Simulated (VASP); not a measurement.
# Al2O5 (C2/m) in VASP: a series of runs

Al2O5 is run at these levels: PBE; tasks: single point.

All numbers are computed with VASP 6.6.1; they aren't measurements. Logs are shortened: lines on timing, memory, paths and dates and some standing lists are left out, and cuts for length are marked.

### Step 1. The cell of the first run

Symmetry: C2/m, No. 12, monoclinic system. The conventional cell has a = 10.739 Å, b = 3.019 Å, c = 7.497 Å, α = 90.00°, β = 132.16°, γ = 90.00°. Within 2.4 Å of Al (site symmetry m) lie 4 O at 1.78 to 1.90 Å. Within 2.5 Å of O (site symmetry m) lie 1 Al at 1.79 Å and 3 O at 1.96 to 2.49 Å. O (site symmetry 2/m) has 4 O at 1.96 Å and 4 Al at 2.50 Å within 2.6 Å. O (site symmetry m) has 3 Al at 1.78 to 1.90 Å within 2.4 Å.

### Step 2. Single point, PBE

Input file INCAR:

```
ALGO = Normal ; EDIFF = 1E-6
ENCUT = 520 ; GGA = PE
ISIF = 2 ; ISMEAR = 0
LASPH = T ; LCHARG = F
LREAL = F ; LWAVE = F
NBANDS = 27 ; NELM = 60
PREC = Accurate ; SIGMA = 0.1
```

Input file KPOINTS:

```
k-points
0
Gamma
  8 8 4
```

Input file POSCAR:

```
Al2O5
1.0
    5.3515072370     -1.5094011204     -0.4364164125
    5.3515072370      1.5094011204     -0.4364164125
   -5.2358672255      0.0000000000      6.0033260664
Al O
2 5
Direct
    0.3933247016      0.3933247016      0.6677772053
    0.6066752984      0.6066752984      0.3322227947
    0.6036910689      0.6036910689      0.9777016427
    0.3963089311      0.3963089311      0.0222983573
    0.0000000000      0.0000000000      0.0000000000
    0.1466177617      0.1466177617      0.4827402621
    0.8533822383      0.8533822383      0.5172597379
```

Potentials or basis: VASP PAW PBE potentials, release 64 (Al, O).

Run with:

```
$ cat potpaw_PBE.64/Al/POTCAR potpaw_PBE.64/O/POTCAR > POTCAR
$ mpirun -np 1 vasp_std > vasp.out
```

OUTCAR:

```text
EDIFF = 1E-6
   ENCUT = 520
   GGA = PE
   ISIF = 2
   ISMEAR = 0
   LASPH = T
   LREAL = F
   NELM = 60
   PREC = Accurate

 ion  position               nearest neighbor table
   1  0.393  0.393  0.668-   7 1.78   7 1.78   3 1.79   6 1.90   5 2.50   5 2.50   2 2.67   2 2.67

   2  0.607  0.607  0.332-   6 1.78   6 1.78   4 1.79   7 1.90   5 2.50   5 2.50   1 2.67   1 2.67

   3  0.604  0.604  0.978-   1 1.79   5 1.96   5 1.96
   4  0.396  0.396  0.022-   2 1.79   5 1.96   5 1.96
   5  0.000  0.000  0.000-   3 1.96   3 1.96   4 1.96   4 1.96   1 2.50   2 2.50   1 2.50   2 2.50

   6  0.147  0.147  0.483-   2 1.78   2 1.78   1 1.90
   7  0.853  0.853  0.517-   1 1.78   1 1.78   2 1.90

  Warning from LATTYP: Got some problem with cell dimensions!
  Tried to take original basis but could not verify dimensions!
  LATTYP: Found a base centered monoclinic cell.
 ALAT       =    10.7385453378
 B/A-ratio  =     0.2811183588
 C/A-ratio  =     0.6981805565
 COS(beta)  =    -0.6711687259

  Lattice vectors:

 A1 = (  -5.3515072370,   1.5094011204,   0.4364164125)
 A2 = (  -5.3515072370,  -1.5094011204,   0.4364164125)
 A3 = (   5.4671472485,  -0.0000000000,   5.1304932414)

Analysis of symmetry for initial positions (statically):
=====================================================================
 Subroutine PRICEL returns:
 Original cell was already a primitive cell.

 Routine SETGRP: Setting up the symmetry group for a
 base centered monoclinic supercell.

 Subroutine GETGRP returns: Found  4 space group operations
 (whereof  4 operations were pure point group operations)
 out of a pool of  4 trial point group operations.

The static configuration has the point symmetry C_2h.

Analysis of symmetry for dynamics (positions and initial velocities):
=====================================================================
 Subroutine PRICEL returns:
 Original cell was already a primitive cell.

 Routine SETGRP: Setting up the symmetry group for a
 base centered monoclinic supercell.

 Subroutine GETGRP returns: Found  4 space group operations
 (whereof  4 operations were pure point group operations)
 out of a pool of  4 trial point group operations.

The dynamic configuration has the point symmetry C_2h.

 Subroutine INISYM returns: Found  4 space group operations
 (whereof  4 operations are pure point group operations),
[... 101 lines left out ...]
   LNONCOLLINEAR =      F non collinear calculations
   LSORBIT =      F    spin-orbit coupling
   LASPH  =      T    aspherical Exc in radial PAW
   ENCUT  =  520.0 eV  38.22 Ry    6.18 a.u.  10.37 10.37 14.81*2*pi/ulx,y,z
   NELM   =     60;   NELMIN=  2; NELMDL= -5     # of ELM steps
   EDIFF  = 0.1E-05   stopping-criterion for ELM
   LREAL  =      F    real-space projection
[... 7 lines left out ...]
   TEBEG  =    0.0;   TEEND  =   0.0 temperature during run
   PSTRESS=    0.0 pullay stress
   NELECT =      36.0000    total number of electrons
   NUPDOWN=      -1.0000    fix difference up-down
   EMIN   =  10.00;   EMAX   =-10.00  energy-range for DOS
   EFERMI =   0.00;   METHOD = LEGACY
   ISMEAR =     0;   SIGMA  =   0.10  broadening in eV -4-tet -1-fermi 0-gaus
   EFERMI_NEDOS =   21; number of points for ismear=-14 and -15
   IALGO  =     38    algorithm
   IMIX   =      4    mixing-type and parameters
     AMIX     =   0.40;   BMIX     =  1.00
     AMIX_MAG =   1.60;   BMIX_MAG =  1.00
  volume/ion in A,a.u.               =      12.87        86.85
  Fermi-wavevector in a.u.,A,eV,Ry     =   1.205838  2.278704 19.783489  1.454045
  Thomas-Fermi vector in A             =   2.341523
   LORBIT       =      0    0 simple, 1 ext, 2 COOP (PROOUT), +10 PAW based schemes
   GGA     = PE    functional components
   LHFCALC =     F    Hartree Fock is set to
   AEXX    =    0.0000 exact exchange contribution
   IVDW    =     0    specifies the selected vdW correction
   LEPSILON=     F    determine dielectric tensor
   LRPA    =     F    only Hartree local field effects (RPA)
 non-spin polarized calculation
 Gauss-broadening in eV      SIGMA  =   0.10
  energy-cutoff  :      520.00
  volume of cell :       90.09
 maximum number of plane-waves:      2448
 NGX is ok and might be reduce to    42
   NGX = 21   NGY = 21   NGZ = 29

 number of electron      35.9999999 magnetization

 Free energy of the ion-electron system (eV)
  ---------------------------------------------------
  ext. energy  EPLUGINS =         0.00000000
  ---------------------------------------------------
  free energy    TOTEN  =       -42.10278660 eV

  energy without entropy =      -42.10278659  energy(sigma->0) =      -42.10278659

 E-fermi :   0.8733     XC(G=0):  -9.0118

 val. band max:        0.5019950002   @ k =  -0.2500   0.1250   0.5000
 cond. band min:       1.2250389308   @ k =   0.5000   0.5000   0.0000
 fundamental gap:      0.7230439306
 Fermi energy:         0.8733453037

 k-point     1 :       0.0000    0.0000    0.0000
  band No.  band energies     occupation
      1     -19.0270      2.00000
      2     -17.4127      2.00000
      3     -16.1440      2.00000
      4     -15.6199      2.00000
      5     -13.6968      2.00000
      6      -5.0745      2.00000
[... 709 lines left out ...]
     26      12.4260      0.00000
     27      12.5877      0.00000

 [... further k-points ...]

------------------------ aborting loop because EDIFF is reached ----------------------------------------

  FORCE on cell =-STRESS in cart. coord.  units (eV):
  Direction    XX          YY          ZZ          XY          YZ          ZX
  --------------------------------------------------------------------------------------
  -------------------------------------------------------------------------------------
  Total        0.0756565      0.1188933     -0.1177163      0.0000000      0.0000000     -0.1946743
  in kB        1.3455408      2.1145015     -2.0935682      0.0000000      0.0000000     -3.4622554
  external PRESSURE =       0.4554914 kB  Pullay stress =       0.0000000 kB

 VOLUME and BASIS-vectors are now :
 -----------------------------------------------------------------------------
  energy-cutoff  :      520.00
  volume of cell :       90.09
      direct lattice vectors                 reciprocal lattice vectors
     5.351507237 -1.509401120 -0.436416413     0.100585775 -0.331257207  0.087726996
     5.351507237  1.509401120 -0.436416413     0.100585775  0.331257207  0.087726996
    -5.235867225  0.000000000  6.003326066     0.014624321  0.000000000  0.179329090

 POSITION                                       TOTAL-FORCE (eV/Angst)
 -----------------------------------------------------------------------------------
      0.71337      0.00000      3.66558         0.022029      0.000000      0.039033
      4.75378      0.00000      1.46492        -0.022029      0.000000     -0.039033
      1.34220      0.00000      5.34254         0.020479      0.000000     -0.022316
      4.12495      0.00000     -0.21205        -0.020479      0.000000      0.022316
      0.00000      0.00000      0.00000        -0.000000     -0.000000      0.000000
     -0.95831      0.00000      2.77007         0.004710      0.000000     -0.005028
      6.42546      0.00000      2.36042        -0.004710      0.000000      0.005028
 -----------------------------------------------------------------------------------
    total drift:                                0.000000      0.000000     -0.000000

  FREE ENERGIE OF THE ION-ELECTRON SYSTEM (eV)
  ---------------------------------------------------
  free  energy   TOTEN  =       -42.1027865976 eV

  energy  without entropy=      -42.1027865919  energy(sigma->0) =      -42.10278659
```

OSZICAR:

```text
N       E                     dE             d eps       ncg     rms          rms(c)
DAV:   1     0.182930082278E+03    0.18293E+03   -0.18213E+04  4212   0.122E+03
DAV:   2    -0.342121914444E+02   -0.21714E+03   -0.20981E+03  5303   0.268E+02
DAV:   3    -0.470832860637E+02   -0.12871E+02   -0.12752E+02  4966   0.686E+01
DAV:   4    -0.472164550113E+02   -0.13317E+00   -0.13306E+00  5049   0.762E+00
DAV:   5    -0.472182999374E+02   -0.18449E-02   -0.18448E-02  4998   0.885E-01    0.150E+01
DAV:   6    -0.435795661660E+02    0.36387E+01   -0.21293E+01  4789   0.327E+01    0.110E+01
DAV:   7    -0.422738216345E+02    0.13057E+01   -0.33342E+00  4777   0.160E+01    0.491E+00
DAV:   8    -0.421079461686E+02    0.16588E+00   -0.54472E-01  4602   0.566E+00    0.230E+00
DAV:   9    -0.420967854875E+02    0.11161E-01   -0.12572E-01  5220   0.265E+00    0.492E-01
DAV:  10    -0.421012195585E+02   -0.44341E-02   -0.14060E-02  4788   0.951E-01    0.248E-01
DAV:  11    -0.421023781051E+02   -0.11585E-02   -0.15602E-03  4543   0.274E-01    0.104E-01
DAV:  12    -0.421027717256E+02   -0.39362E-03   -0.54315E-04  4573   0.172E-01    0.278E-02
DAV:  13    -0.421027807837E+02   -0.90581E-05   -0.49541E-05  5229   0.694E-02    0.115E-02
DAV:  14    -0.421027864355E+02   -0.56518E-05   -0.14354E-05  4588   0.278E-02    0.587E-03
DAV:  15    -0.421027865976E+02   -0.16215E-06   -0.40282E-06  5044   0.168E-02
   1 F= -.42102787E+02 E0= -.42102787E+02  d E =-.574987E-08
```

stdout:

```text
POSCAR found type information on POSCAR AlO
 POSCAR found :  2 types and       7 ions
 scaLAPACK will be used
 LDA part: xc-table for (Slater+PW92), standard interpolation
 POSCAR, INCAR and KPOINTS ok, starting setup
 FFT: planning ... GRIDC
 FFT: planning ... GRID_SOFT
 FFT: planning ... GRID
 WAVECAR not read
 entering main loop
```

It took 10 min on 1 thread of Oxide Virtual Turin-like, shared host; peak memory 0.33 GiB.

What came out:

```
Free energy            : -42.1028 eV
Pressure               : 0.0 GPa
Largest force          : 0.045 eV/Å
Band gap on the k mesh : 0.72 eV (least direct gap 0.97 eV)
```

Forces on the atoms (eV/Å):
```
Al   0.022  0.000  0.039
Al  -0.022  0.000 -0.039
O    0.020  0.000 -0.022
O   -0.020  0.000  0.022
O    0.000  0.000  0.000
O    0.005  0.000 -0.005
O   -0.005  0.000  0.005
```

Stress tensor (GPa, compression positive):
```
 0.13  0.00 -0.35
 0.00  0.21  0.00
-0.35  0.00 -0.21
```

A k mesh can miss the band edges.

(Part 1 of 2 ends here.)
